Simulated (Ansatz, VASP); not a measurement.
# Mo: VASP beside Ansatz

```
Mo
1.0
    -1.52387    1.52387    1.61813
     1.52387   -1.52387    1.61813
     1.52387    1.52387   -1.61813
Mo
1
Direct
  0.00000 0.00000 0.00000
```

Change from the starting cell: strain -0.030 along x and y, +0.030 along z, atoms carried along.

Alike in both runs: task single point; functional PBE; k mesh 22 × 22 × 22; occupations gaussian, width 0.15 eV; no spin polarisation.

```csv
,VASP,Ansatz
version,VASP 6.6.1,Ansatz 0.2.0
potentials or method,"VASP PAW PBE potentials, release 64 (Mo_sv), cutoff 520 eV","scalar-relativistic, plane waves, PAW"
valence electrons in the cell,14,14
```

```csv
,VASP,Ansatz,Ansatz less VASP
gap on the k mesh at the Fermi level (eV),none,none,-
pressure (GPa),15.3,14.7,-0.64
"traceless stress, the component that is largest in VASP (GPa)",-12.55,-12.56,-0.009
```

A gap of «none» marks a metal or a gap that the smearing closes.
